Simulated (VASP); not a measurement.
# I (P6_3/mmc) in VASP: relaxation of cell and atoms with PBEsol

Aim: the relaxation of cell and atoms of I with PBEsol.

Everything below comes from runs of VASP 6.6.1. Logs are shortened: lines on timing, memory, paths and dates and some standing lists are left out, and cuts for length are marked.

## (1) The cell of the first run

It takes space group P6_3/mmc (No. 194, hexagonal). The conventional cell has a = 4.360 Å, b = 4.360 Å, c = 10.635 Å, α = 90.00°, β = 90.00°, γ = 120.00°. Within 3.7 Å of I (site symmetry 3m) lie 4 I at 2.74 to 3.60 Å.

## (2) Relaxation of cell and atoms, PBEsol

The input, INCAR:

```
ALGO = Normal
EDIFF = 1E-6
EDIFFG = -0.01
ENCUT = 600
GGA = PS
IBRION = 2
ISIF = 3
ISMEAR = 0
LASPH = T
LCHARG = F
LREAL = F
LWAVE = F
NELM = 80
NSW = 100
PREC = Accurate
SIGMA = 0.1
```

The input, KPOINTS:

```
k-points
0
Gamma
  12 12 6
```

The input, POSCAR:

```
I
1.0
    4.3601720013      0.0000000000      0.0000000000
   -2.1800860006      3.7760197180      0.0000000000
    0.0000000000      0.0000000000     10.6345749101
I
4
Direct
    0.3333333333      0.6666666667      0.3788071746
    0.6666666667      0.3333333333      0.8788071746
    0.6666666667      0.3333333333      0.6211928254
    0.3333333333      0.6666666667      0.1211928254
```

Potentials or basis: VASP PAW PBE potentials, release 64 (I).

Command:

```console
cat potpaw_PBE.64/I/POTCAR > POTCAR
mpirun -np 1 vasp_std > vasp.out
```

OUTCAR:

```text
EDIFF = 1E-6
   EDIFFG = -0.01
   ENCUT = 600
   GGA = PS
   IBRION = 2
   ISIF = 3
   ISMEAR = 0
   LASPH = T
   LREAL = F
   NELM = 80
   NSW = 100
   PREC = Accurate

 ion  position               nearest neighbor table
   1  0.333  0.667  0.379-   4 2.74
   2  0.667  0.333  0.879-   3 2.74
   3  0.667  0.333  0.621-   2 2.74
   4  0.333  0.667  0.121-   1 2.74

  LATTYP: Found a hexagonal cell.
 ALAT       =     4.3601720013
 C/A-ratio  =     2.4390264666

  Lattice vectors:

 A1 = (   4.3601720013,   0.0000000000,   0.0000000000)
 A2 = (  -2.1800860006,   3.7760197180,   0.0000000000)
 A3 = (   0.0000000000,   0.0000000000,  10.6345749101)

Analysis of symmetry for initial positions (statically):
=====================================================================
 Subroutine PRICEL returns:
 Original cell was already a primitive cell.

 Routine SETGRP: Setting up the symmetry group for a
 hexagonal supercell.

 Subroutine GETGRP returns: Found 24 space group operations
 (whereof 12 operations were pure point group operations)
 out of a pool of 24 trial point group operations.

The static configuration has the point symmetry D_3d.
 The point group associated with its full space group is D_6h.

Analysis of symmetry for dynamics (positions and initial velocities):
=====================================================================
 Subroutine PRICEL returns:
 Original cell was already a primitive cell.

 Routine SETGRP: Setting up the symmetry group for a
 hexagonal supercell.

 Subroutine GETGRP returns: Found 24 space group operations
 (whereof 12 operations were pure point group operations)
 out of a pool of 24 trial point group operations.

The dynamic configuration has the point symmetry D_3d.
 The point group associated with its full space group is D_6h.

 Subroutine INISYM returns: Found 24 space group operations
 (whereof 12 operations are pure point group operations),
 and found     1 'primitive' translations

----------------------------------------------------------------------------------------

                                     Primitive cell

  volume of cell :     175.0887

  direct lattice vectors                    reciprocal lattice vectors
     4.360172001  0.000000000  0.000000000     0.229348750  0.132414563  0.000000000
    -2.180086001  3.776019718  0.000000000     0.000000000  0.264829126  0.000000000
     0.000000000  0.000000000 10.634574910     0.000000000  0.000000000  0.094032908

  length of vectors
     4.360172001  4.360172001 10.634574910     0.264829126  0.264829126  0.094032908

  position of ions in fractional coordinates (direct lattice)
     0.333333333  0.666666667  0.378807175
     0.666666667  0.333333333  0.878807175
     0.666666667  0.333333333  0.621192825
     0.333333333  0.666666667  0.121192825

  ion indices of the primitive-cell ions
   primitive index   ion index
                 1           1
                 2           2
                 3           3
                 4           4

----------------------------------------------------------------------------------------

 KPOINTS: k-points

Automatic generation of k-mesh.
 Grid dimensions read from file:
 generate k-points for:   12   12    6

 Generating k-lattice:

  Cartesian coordinates                     Fractional coordinates (reciprocal lattice)
     0.019112396  0.011034547  0.000000000     0.083333333  0.000000000  0.000000000
     0.000000000  0.022069094  0.000000000     0.000000000  0.083333333  0.000000000
     0.000000000  0.000000000  0.015672151     0.000000000  0.000000000  0.166666667

  Length of vectors
     0.022069094  0.022069094  0.015672151

  Shift w.r.t. Gamma in fractional coordinates (k-lattice)
     0.000000000  0.000000000  0.000000000

 Subroutine IBZKPT returns following result:
 ===========================================

 Found     76 irreducible k-points:

 Following reciprocal coordinates:
            Coordinates               Weight
  0.000000  0.000000  0.000000      1.000000
  0.083333 -0.000000  0.000000      6.000000
  0.166667  0.000000  0.000000      6.000000
  0.250000  0.000000  0.000000      6.000000
  0.333333  0.000000  0.000000      6.000000
  0.416667  0.000000  0.000000      6.000000
[... 16 lines left out ...]
  0.250000  0.000000  0.166667     12.000000
  0.333333  0.000000  0.166667     12.000000
 [... further k-points ...]
   k-points           NKPTS =     76   k-points in BZ     NKDIM =     76   number of bands    NBANDS=     18
   number of dos      NEDOS =    301   number of ions     NIONS =      4
   total plane-waves  NPLWV = 116640
   dimension x,y,z NGX =    36 NGY =   36 NGZ =   90
   dimension x,y,z NGXF=    72 NGYF=   72 NGZF=  180
   ions per type =               4
   NGX,Y,Z   is equivalent  to a cutoff of  13.73, 13.73, 14.07 a.u.
   NGXF,Y,Z  is equivalent  to a cutoff of  27.45, 27.45, 28.14 a.u.
 SYSTEM =  unknown system
   PREC   = accura    normal or accurate (medium, high low for compatibility)
   ISTART =      0    job   : 0-new  1-cont  2-samecut
   ICHARG =      2    charge: 1-file 2-atom 10-const
   ISPIN  =      1    spin polarized calculation?
   LNONCOLLINEAR =      F non collinear calculations
   LSORBIT =      F    spin-orbit coupling
   LASPH  =      T    aspherical Exc in radial PAW
   ENCUT  =  600.0 eV  44.10 Ry    6.64 a.u.   8.71  8.71 21.24*2*pi/ulx,y,z
   NELM   =     80;   NELMIN=  2; NELMDL= -5     # of ELM steps
   EDIFF  = 0.1E-05   stopping-criterion for ELM
   LREAL  =      F    real-space projection
   EDIFFG = -.1E-01   stopping-criterion for IOM
   NSW    =    100    number of steps for IOM
   IBRION =      2    ionic relax: 0-MD 1-quasi-New 2-CG
   NFREE  =      1    steps in history (QN), initial steepest desc. (CG)
   ISIF   =      3    stress and relaxation
   ISYM   =      2    0-nonsym 1-usesym 2-fastsym
   POTIM  = 0.5000    time-step for ionic-motion
   TEBEG  =    0.0;   TEEND  =   0.0 temperature during run
   PSTRESS=    0.0 pullay stress
   NELECT =      28.0000    total number of electrons
   NUPDOWN=      -1.0000    fix difference up-down
   EMIN   =  10.00;   EMAX   =-10.00  energy-range for DOS
   EFERMI =   0.00;   METHOD = LEGACY
   ISMEAR =     0;   SIGMA  =   0.10  broadening in eV -4-tet -1-fermi 0-gaus
   EFERMI_NEDOS =   21; number of points for ismear=-14 and -15
   IALGO  =     38    algorithm
   IMIX   =      4    mixing-type and parameters
     AMIX     =   0.40;   BMIX     =  1.00
     AMIX_MAG =   1.60;   BMIX_MAG =  1.00
  volume/ion in A,a.u.               =      43.77       295.39
  Fermi-wavevector in a.u.,A,eV,Ry     =   0.888604  1.679218 10.743388  0.789617
  Thomas-Fermi vector in A             =   2.010055
   LORBIT       =      0    0 simple, 1 ext, 2 COOP (PROOUT), +10 PAW based schemes
   GGA     = PS    functional components
   LHFCALC =     F    Hartree Fock is set to
   AEXX    =    0.0000 exact exchange contribution
   IVDW    =     0    specifies the selected vdW correction
   LEPSILON=     F    determine dielectric tensor
   LRPA    =     F    only Hartree local field effects (RPA)
 conjugate gradient relaxation of ions
 non-spin polarized calculation
 Gauss-broadening in eV      SIGMA  =   0.10
  energy-cutoff  :      600.00
  volume of cell :      175.09
 maximum number of plane-waves:      5868
 NGX is ok and might be reduce to    36
   NGX = 17   NGY = 17   NGZ = 43

--------------------------------------- Ionic step        1  -------------------------------------------

 number of electron      28.0000001 magnetization

 Free energy of the ion-electron system (eV)
  ---------------------------------------------------
  ext. energy  EPLUGINS =         0.00000000
  ---------------------------------------------------
  free energy    TOTEN  =        -6.47521442 eV

  energy without entropy =       -6.47056598  energy(sigma->0) =       -6.47289020

------------------------ aborting loop because EDIFF is reached ----------------------------------------

  FORCE on cell =-STRESS in cart. coord.  units (eV):
  Direction    XX          YY          ZZ          XY          YZ          ZX
  --------------------------------------------------------------------------------------
  -------------------------------------------------------------------------------------
  Total        0.1285367      0.1285367     -0.1096188      0.0000000      0.0000000      0.0000000
  in kB        1.1761960      1.1761960     -1.0030846      0.0000000      0.0000000      0.0000000
  external PRESSURE =       0.4497691 kB  Pullay stress =       0.0000000 kB
[... 175 lines left out ...]
  energy  without entropy=       -6.4724491287  energy(sigma->0) =       -6.47449144

--------------------------------------- Ionic step        6  -------------------------------------------

 number of electron      27.9999999 magnetization

 Free energy of the ion-electron system (eV)
  ---------------------------------------------------
  ext. energy  EPLUGINS =         0.00000000
  ---------------------------------------------------
  free energy    TOTEN  =        -6.47661900 eV

  energy without entropy =       -6.47256470  energy(sigma->0) =       -6.47459185

 E-fermi :   2.6155     XC(G=0):  -7.9894

 val. band max:        2.5572771944   @ k =   0.2500   0.0000   0.0000
 cond. band min:       2.6319944077   @ k =   0.0833  -0.0000   0.0000
 fundamental gap:      0.0747172133
 Fermi energy:         2.6154862666

 k-point     1 :       0.0000    0.0000    0.0000
  band No.  band energies     occupation
      1     -11.3396      2.00000
      2     -10.7799      2.00000
      3      -9.7258      2.00000
      4      -8.5937      2.00000
      5      -2.8265      2.00000
      6      -0.5889      2.00000
[... 10 lines left out ...]
     17       6.5453      0.00000
     18       6.8356      0.00000
[... 466 lines left out ...]
      2     -10.7728      2.00000
      3      -9.3086      2.00000
      4      -8.7251      2.00000
      5      -2.4384      2.00000
      6      -1.6387      2.00000
[... 10 lines left out ...]
     17       7.2072      0.00000
     18       8.0619      0.00000

 [... further k-points ...]
[... 5 lines left out ...]
  --------------------------------------------------------------------------------------
  -------------------------------------------------------------------------------------
  Total        0.0242105      0.0242105     -0.0144820      0.0000000      0.0000000     -0.0000000
  in kB        0.2188437      0.2188437     -0.1309064      0.0000000      0.0000000     -0.0000000
  external PRESSURE =       0.1022603 kB  Pullay stress =       0.0000000 kB
[... 19 lines left out ...]
  FREE ENERGIE OF THE ION-ELECTRON SYSTEM (eV)
  ---------------------------------------------------
  free  energy   TOTEN  =        -6.4766190045 eV

  energy  without entropy=       -6.4725647042  energy(sigma->0) =       -6.47459185

 reached required accuracy - stopping structural energy minimisation
```

Wall time 7.3 min (1 thread of Intel Xeon 6975P-C (Granite Rapids), shared host); peak memory 0.5 GiB.

What came out:

- Free energy: -6.4766 eV
- Relaxed volume: 44.31 Å³/atom
- Relaxed cell: a = 4.393 Å, b = 4.393 Å, c = 10.603 Å, α = 90.00°, β = 90.00°, γ = 120.00°
- Space group after relaxing (to 0.1 Å): P6_3/mmc (No. 194)
- Energy gained by relaxing: 0.4 meV/atom
- Ionic steps: 6
- Pressure after relaxing: 0.0 GPa
- Band gap on the k mesh: zero (bands 14 and 15 overlap by 0.08 eV)

The path:
| step | energy change (eV) | largest force (eV/Å) | pressure (GPa) | volume (Å³) |
| --- | --- | --- | --- | --- |
| 1 | 0.0000 | 0.0083 | 0.04 | 175.09 |
| 2 | -0.0005 | 0.0231 | 0.09 | 175.40 |
| 3 | -0.0007 | 0.0418 | 0.13 | 175.78 |
| 4 | -0.0009 | 0.0342 | 0.14 | 176.05 |
| 5 | -0.0013 | 0.0109 | 0.04 | 176.85 |
| 6 | -0.0014 | 0.0002 | 0.01 | 177.25 |

Final structure:
```yaml
crystal:
  lattice:
    - [4.39346, 0.00000, 0.00000]
    - [-2.19673, 3.80485, 0.00000]
    - [0.00000, 0.00000, 10.60317]
  atoms:
    - { symbol: I, position: [0.33333, 0.66667, 0.37914] }
    - { symbol: I, position: [0.66667, 0.33333, 0.87914] }
    - { symbol: I, position: [0.66667, 0.33333, 0.62086] }
    - { symbol: I, position: [0.33333, 0.66667, 0.12086] }
```

Levels at points of the mesh, in eV from the Fermi level:
| k point | band 12 | band 13 | band 14 | band 15 | band 16 | band 17 |
| --- | --- | --- | --- | --- | --- | --- |
| (0.00, 0.00, 0.00) | -0.97 | -0.46 | -0.09 | -0.09 | 1.61 | 3.93 |
| (0.50, 0.00, 0.00) | -1.78 | -1.61 | -0.10 | 0.93 | 1.40 | 4.26 |
| (0.00, 0.00, 0.50) | -0.45 | -0.45 | -0.45 | 0.76 | 0.76 | 4.37 |
| (0.50, 0.00, 0.50) | -1.52 | -0.67 | -0.67 | 0.76 | 0.76 | 4.77 |

Caveat: this functional lacks dispersion, which holds the molecules together, so the pressure and a relaxed volume are unreliable; the PAW data sets were made with another functional, which shifts forces and pressure a little; spin-orbit coupling is left out, which moves the levels of the heavy elements.

The gap in the log of VASP goes by the Fermi energy; the results here count the filled bands.